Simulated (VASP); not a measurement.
## AlN: single point with PBE

The system is AlN.

```
CELL_PARAMETERS angstrom
0.00000 1.94499 2.01792
1.94499 0.00000 2.01792
1.94499 1.94499 0.00000
ATOMIC_POSITIONS crystal
Al 0.00000 0.00000 0.00000
N 0.50000 0.50000 0.50000
```

```json
{
  "Program": "VASP 6.6.1",
  "Task": "single point",
  "Functional": "PBE",
  "Potentials or basis": "VASP PAW PBE potentials, release 64 (Al, N)",
  "Cutoff": "600 eV",
  "k mesh": "8 × 8 × 8",
  "Occupations": "gaussian, width 0.05 eV",
  "Spin": "no spin polarisation",
  "Dipole correction": "no",
  "Further INCAR settings": "ALGO = Normal; EDIFF = 1e-06; NBANDS = 11"
}
```

The pressure is 30.8 GPa and the band gap on the k mesh is 4.89 eV, indirect (least direct gap 6.68 eV).

Stress tensor (GPa, compression positive):
```
36.04  0.00  0.00
 0.00 36.04  0.00
 0.00  0.00 20.28
```

Levels at points of the mesh, in eV from the valence-band top:
```
           k point  band 1  band 2  band 3  band 4  band 5  band 6  band 7  band 8
(0.00, 0.00, 0.00)  -18.45   -0.24   -0.24    0.00    6.68   11.93   12.46   12.46
(0.50, 0.00, 0.00)  -14.87   -8.98   -1.48   -1.31    6.44   11.15   11.96   14.31
(0.50, 0.50, 0.00)  -14.00   -8.21   -2.97   -2.97    5.26    5.53   14.57   18.66
(0.50, 0.00, 0.50)  -13.66   -8.02   -3.50   -3.02    4.89    5.13   15.04   17.61
```

Run time: 8 s on 1 thread of AMD EPYC 9R45 96-Core Processor (Zen 5), with other jobs on the host, peak memory 0.11 GiB.

A k mesh can miss the band edges.
